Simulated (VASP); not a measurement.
Wanted: the native input for a VASP 6.6.1 run.

```
Task                   : single point
Functional             : PBE
Potentials or basis    : VASP PAW PBE potentials, release 64 (Sr_sv, Hf_pv, Bi_d)
Cutoff                 : 500 eV
k mesh                 : 6 × 6 × 6
Occupations            : gaussian, width 0.1 eV
Spin                   : no spin polarisation
Dipole correction      : no
Further INCAR settings : ALGO = Normal; EDIFF = 1e-06; NBANDS = 66
```

The structure of Sr3HfBi lies in POSCAR:

```
Sr3HfBi
1.0
    6.9910497420      0.0017725590      0.0019188157
    1.2807307349      7.3604151657      0.0008078500
    2.4759964418      1.8996677594      7.6971684250
Sr Hf Bi
6 2 2
Direct
    0.9445847015      0.9570857268      0.5282911805
    0.9647391004      0.9268361178      0.0195908420
    0.3838943536      0.1699110558      0.6173424544
    0.3895822427      0.2114364983      0.0984246147
    0.8358997245      0.4671067353      0.6740665704
    0.8232325406      0.4480602415      0.1861745132
    0.2971057229      0.6295452444      0.7069768702
    0.2923627897      0.6246293354      0.3313440414
    0.4797418461      0.7399626036      0.9476409701
    0.5888569784      0.8254264412      0.3901479430
```

These files were run (other wordings do the same):

INCAR

```
PREC     = Accurate       # precision mode
ENCUT    = 500            # plane-wave cutoff, eV
EDIFF    = 1E-6           # SCF threshold, eV
ISMEAR   = 0              # smearing method
SIGMA    = 0.1            # smearing width, eV
LREAL    = False          # projectors in reciprocal space
LASPH    = True           # aspherical terms in the spheres
NELM     = 120            # most SCF steps
ALGO     = Normal         # electronic algorithm
ISIF     = 2              # what is computed and relaxed
LWAVE    = False          # write WAVECAR
LCHARG   = False          # write CHGCAR
GGA      = PE             # functional
NBANDS   = 66             # bands
GGA_COMPAT= False        
KPAR     = 4
```

KPOINTS

```
Automatic mesh
0
Gamma
  6 6 6
```

Potentials or basis: VASP PAW PBE potentials, release 64 (Sr_sv, Hf_pv, Bi_d).

The run is started by

```console
$ cat potpaw_PBE.64/Sr_sv/POTCAR potpaw_PBE.64/Hf_pv/POTCAR potpaw_PBE.64/Bi_d/POTCAR > POTCAR
$ mpirun -np 4 vasp_std > vasp.out
```

It gave:

```yaml
Pressure: 0.0 GPa
Largest_force: 0.031 eV/Å
Band_gap_on_the_k_mesh: zero (bands 55 and 56 overlap by 0.06 eV)
```

Caveat: spin-orbit coupling is left out, which moves the levels of the heavy elements.

Run time: 19 min on 4 MPI ranks on Intel(R) Xeon(R) Platinum 8259CL CPU @ 2.50GHz (Skylake/Cascade Lake), on a shared host, peak memory 2 GiB a rank.
